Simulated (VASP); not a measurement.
Set up this calculation in VASP 6.6.1, as the native input.

```yaml
Task: single point
Functional: PBE
Dispersion: D3(BJ)
Potentials_or_basis: VASP PAW PBE potentials, release 64 (O, H, C)
Cutoff: 520 eV
k_mesh: 1 × 1 × 1
Occupations: fermi-dirac, width 0.02 eV
Spin: no spin polarisation
Dipole_correction: no
Further_INCAR_settings: LREAL = Auto; ALGO = Normal; EDIFF = 1e-06; NBANDS = 47
```

The structure of H14CO7 lies in POSCAR:

```
H14CO7
1.0
    6.7918300000      0.0000000000      0.0000000000
    0.0000000000      6.7918300000      0.0000000000
    0.0000000000      0.0000000000      6.7918300000
O H C
7 14 1
Direct
    0.3085471810      0.7670244986      0.7123117039
    0.4537657745      0.2967241524      0.9669117160
    0.7122086389      0.5337294956      0.4713015491
    0.6387085660      0.1783024605      0.3079287909
    0.0652990431      0.4477585570      0.6944078400
    0.3056760844      0.1468676336      0.5683593376
    0.7545536328      0.8342081589      1.0820942220
    0.2244755832      0.6509585782      0.6884595168
    0.3691788516      0.7232513181      0.8313812330
    0.3113299361      0.3139507320      0.9573119469
    0.4748204828      0.1907586026      0.8759642099
    0.5856742586      0.6014432046      0.4797970503
    0.6977353673      0.4250253614      0.3795589701
    0.5508235630      0.2334864094      0.2035681105
    0.7288462756      0.0797134204      0.2455891858
   -0.0615003615      0.4736867678      0.6425072477
    0.1276975425      0.3367428219      0.6275775454
    0.4420163638      0.1786705498      0.5254842951
    0.3144660570      0.0101298177      0.6140613060
    0.8475918861      0.5803443255      0.9550445167
    1.0075929462      0.6795517556      1.1799176363
    0.8740354220      0.6966752701      1.0738048508
```

These files were run (other wordings do the same):

INCAR

```
PREC     = Accurate       # precision mode
ENCUT    = 520            # plane-wave cutoff, eV
EDIFF    = 1E-6           # SCF threshold, eV
ISMEAR   = -1             # smearing method
SIGMA    = 0.02           # smearing width, eV
LREAL    = Auto         
LASPH    = True           # aspherical terms in the spheres
NELM     = 60             # most SCF steps
ALGO     = Normal         # electronic algorithm
ISIF     = 2              # what is computed and relaxed
LWAVE    = False          # write WAVECAR
LCHARG   = False          # write CHGCAR
GGA      = PE             # functional
IVDW     = 12             # dispersion correction
NBANDS   = 47             # bands
```

KPOINTS

```
Automatic mesh
0
Gamma
  1 1 1
```

Potentials or basis: VASP PAW PBE potentials, release 64 (O, H, C).

The run is started by

```sh
$ cat potpaw_PBE.64/O/POTCAR potpaw_PBE.64/H/POTCAR potpaw_PBE.64/C/POTCAR > POTCAR
$ mpirun -np 1 vasp_gam > vasp.out
```

Results of the run:

* Pressure: -0.7 GPa
* Largest force: 1.953 eV/Å
* Band gap on the k mesh: 3.59 eV
* Dispersion energy per atom: -0.026 eV

Caveat: the k points lie up to 0.93 Å⁻¹ apart.

It took 19 s on 1 thread of Intel(R) Xeon(R) 6975P-C (Granite Rapids), with other jobs on the host, peak memory 0.37 GiB.
